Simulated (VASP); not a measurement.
A run of VASP 6.6.1:

The input INCAR:

```
SYSTEM = Li
  PREC = Accurate
  ENCUT = 600
  EDIFF = 1E-6
  ISMEAR = 0
  SIGMA = 0.2
  LREAL = .False.
  LASPH = .True.
  NELM = 80
  ALGO = Fast
  ISIF = 3
  LWAVE = .False.
  LCHARG = .False.
  GGA = PE
  IBRION = 2
  NSW = 80
  EDIFFG = -0.025
```

KPOINTS

```
regular mesh
0
Gamma
  8 4 4
  0 0 0
```

Contents of POSCAR:

```
Li
1.0
    0.0294618087     -0.0303897939      2.7262178309
   -5.9916092916     -0.0239759095     -0.0637144262
    2.9750340572     -5.1836082604      0.0887922806
Li
4
Direct
   -0.0256749513      0.0006547911      0.0113527941
    0.9921583688      0.4969864404      0.4901016978
    0.0257624200      1.0095937802      0.5079548564
    0.0077541625      0.4927649883     -0.0094093484
```

Potentials or basis: VASP PAW PBE potentials, release 64 (Li_sv).

Run with:

```bash
$ cat potpaw_PBE.64/Li_sv/POTCAR > POTCAR
$ mpirun -np 1 vasp_std > vasp.out
```

Hardware: 1 thread of AMD EPYC 7R13, on a shared host.

Q: Estimate the wall time of this run.

A: It took 54 min on 1 thread of AMD EPYC 7R13, with other jobs on the host, peak memory 0.23 GiB. Counts: scf iterations 430, k points 68, ion steps 33.
